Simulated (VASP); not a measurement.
Write the native input for VASP 6.6.1 that does the following.

- Task: single point
- Functional: r2SCAN
- Potentials or basis: VASP PAW PBE potentials, release 64 (W_sv)
- Cutoff: 520 eV
- k mesh: 24 × 24 × 24
- Occupations: gaussian, width 0.15 eV
- Spin: no spin polarisation
- Dipole correction: no
- Further INCAR settings: ALGO = Normal; EDIFF = 1e-06; NBANDS = 13

W:

```xyz
1
Lattice="-1.5031 1.5031 1.8037 1.5031 -1.5031 1.8037 1.5031 1.5031 -1.8037" Properties=species:S:1:pos:R:3 pbc="T T T"
W     0.0000    0.0000    0.0000
```

This cell differs from its parent crystal: ratio of the length along z to the lengths across it x 1.2, volume and fractional coordinates fixed.

One way to write it, as run:

POSCAR

```
W
1.0
   -1.5031168489      1.5031168489      1.8037402187
    1.5031168489     -1.5031168489      1.8037402187
    1.5031168489      1.5031168489     -1.8037402187
W
1
Direct
    0.0000000000      0.0000000000      0.0000000000
```

INCAR.step1

```
SYSTEM = W
PREC = Accurate
ENCUT = 520
ISMEAR = 0
SIGMA = 0.15
LREAL = .FALSE.
LASPH = .TRUE.
NELM = 80
NBANDS = 13
GGA = PE
ALGO = Normal
EDIFF = 1E-4
LWAVE = .TRUE.
LCHARG = .FALSE.
```

INCAR.step2

```
SYSTEM = W
PREC = Accurate
ENCUT = 520
EDIFF = 1E-6
ISMEAR = 0
SIGMA = 0.15
LREAL = .FALSE.
LASPH = .TRUE.
NELM = 80
ALGO = Normal
ISIF = 2
LWAVE = .FALSE.
LCHARG = .TRUE.
METAGGA = R2SCAN
LMIXTAU = .TRUE.
LELF = .TRUE.
LVHAR = .TRUE.
NBANDS = 13
ISTART = 1
```

KPOINTS

```
regular mesh
0
G
  24 24 24
  0 0 0
```

Potentials or basis: VASP PAW PBE potentials, release 64 (W_sv).

Run with:

```bash
$ cat potpaw_PBE.64/W_sv/POTCAR > POTCAR
$ cp INCAR.step1 INCAR
$ mpirun -np 1 vasp_std > vasp.out
$ cp INCAR.step2 INCAR
$ mpirun -np 1 vasp_std > vasp.out
```

Results of the run:

```yaml
Pressure: -2.5 GPa
Band_gap_on_the_k_mesh: zero (bands 7 and 8 overlap by 5.78 eV)
```

Caveat: the PAW data sets were made with another functional, which shifts forces and pressure a little; spin-orbit coupling is left out, which moves the levels of the heavy elements.

Run time: 8.8 min on 1 thread of AMD EPYC 9R45 96-Core Processor (Zen 5), with other jobs on the host, peak memory 0.29 GiB.
